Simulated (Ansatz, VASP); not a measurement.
## CdS: VASP beside Ansatz

INCAR

```
PREC = Accurate ; ENCUT = 500
EDIFF = 1E-6 ; ISMEAR = 0
SIGMA = 0.01 ; LREAL = False
LASPH = True ; NELM = 120
ALGO = Normal ; ISIF = 2
LWAVE = False ; LCHARG = False
GGA = PS ; NBANDS = 16
GGA_COMPAT = False
```

Contents of KPOINTS:

```
regular mesh
0
Gamma
  8 8 8
```

POSCAR

```
CdS
1.0
    0.0000000000      2.8833750000      2.8833750000
    2.8833750000      0.0000000000      2.8833750000
    2.8833750000      2.8833750000      0.0000000000
Cd S
1 1
Direct
    0.0000000000      0.0000000000      0.0000000000
    0.2500000000      0.2500000000      0.2500000000
```

Input for Ansatz:

```yaml
crystal:
  lattice:
    - [0.0, 2.883375, 2.883375]
    - [2.883375, 0.0, 2.883375]
    - [2.883375, 2.883375, 0.0]
  atoms:
    - { symbol: Cd, position: [0.0, 0.0, 0.0] }
    - { symbol: S, position: [0.25, 0.25, 0.25] }
basis:
  ecutwfc: 420
kpoints:
  mp_grid: { grid: [8, 8, 8] }
  band_path:
    path:
      - [0.0, 0.0, 0.0]
      - [0.0, 0.0, 0.0]
      - [0.0, 0.0, 0.0]
      - [0.0, 0.0, 0.0]
      - [0.0, 0.0, 0.0]
      - [0.0, 0.0, 0.0]
      - [0.0, 0.0, 0.0]
      - [0.0, 0.0, 0.0]
      - [0.0, 0.0, 0.0]
      - [0.0, 0.0, 0.0]
      - [0.0, 0.0, 0.0]
      - [0.0, 0.0, 0.0]
      - [0.0, 0.0, 0.0]
      - [0.0, 0.0, 0.0]
      - [0.0, 0.0, 0.0]
      - [0.0, 0.0, 0.0]
      - [0.0, 0.0, 0.0]
      - [0.0, 0.0, 0.0]
      - [0.0, 0.0, 0.0]
      - [0.0, 0.0, 0.0]
      - [0.0, 0.0, 0.0]
      - [0.0, 0.0, 0.0]
      - [0.0, 0.0, 0.0]
      - [0.0, 0.0, 0.0]
      - [0.0, 0.0, 0.0]
      - [0.0, 0.0, 0.0]
      - [0.3, 0.3, 0.0]
      - [0.3166666667, 0.3166666667, 0.0]
      - [0.3333333333, 0.3333333333, 0.0]
      - [0.35, 0.35, 0.0]
      - [0.3666666667, 0.3666666667, 0.0]
      - [0.3833333333, 0.3833333333, 0.0]
      - [0.4, 0.4, 0.0]
      - [0.4166666667, 0.4166666667, 0.0]
      - [0.4333333333, 0.4333333333, 0.0]
      - [0.45, 0.45, 0.0]
      - [0.4666666667, 0.4666666667, 0.0]
      - [0.4833333333, 0.4833333333, 0.0]
      - [0.5, 0.5, 0.0]
      - [0.5, 0.5, 0.5]
      - [0.5, 0.5, 0.5]
      - [0.5, 0.5, 0.5]
      - [0.5, 0.5, 0.5]
      - [0.5, 0.5, 0.5]
      - [0.5, 0.5, 0.5]
      - [0.5, 0.5, 0.5]
      - [0.5, 0.5, 0.5]
      - [0.5, 0.5, 0.5]
      - [0.5, 0.5, 0.5]
      - [0.5, 0.5, 0.5]
      - [0.5, 0.5, 0.5]
      - [0.5, 0.5, 0.5]
    npoints: 1
hamiltonian:
  xc: pbesol
  pseudopotentials: { kind: paw, azcp: { folder: soft_1 } }
scf:
  occupations: { method: fixed }
  n_extra_bands: 5
output:
  eigenvalues: true
```

Alike in both runs: task single point; functional PBEsol; k mesh 8 × 8 × 8; no spin polarisation.

|  | VASP | Ansatz |
| --- | --- | --- |
| version | VASP 6.6.1 | Ansatz 0.2.0 |
| potentials or method | VASP PAW PBE potentials, release 64 (Cd, S), cutoff 500 eV | scalar-relativistic, plane waves, PAW |
| occupations | gaussian, width 0.01 eV | fixed |
| valence electrons in the cell | 18 | 26 |

VASP gave:

```
gap on the k mesh at the Fermi level (eV) : 1.08
least direct gap on the mesh (eV)         : 1.08
```

Task: Which values does Ansatz return?

Result: gap on the k mesh at the Fermi level (eV): 1.07; least direct gap on the mesh (eV): 1.07.

VASP's potentials were made for PBE, not for PBEsol, and Ansatz warns of the same on its side. VASP's potentials hold 18 valence electrons a cell and Ansatz's 26, so a difference there can come from the potentials and not from the codes.
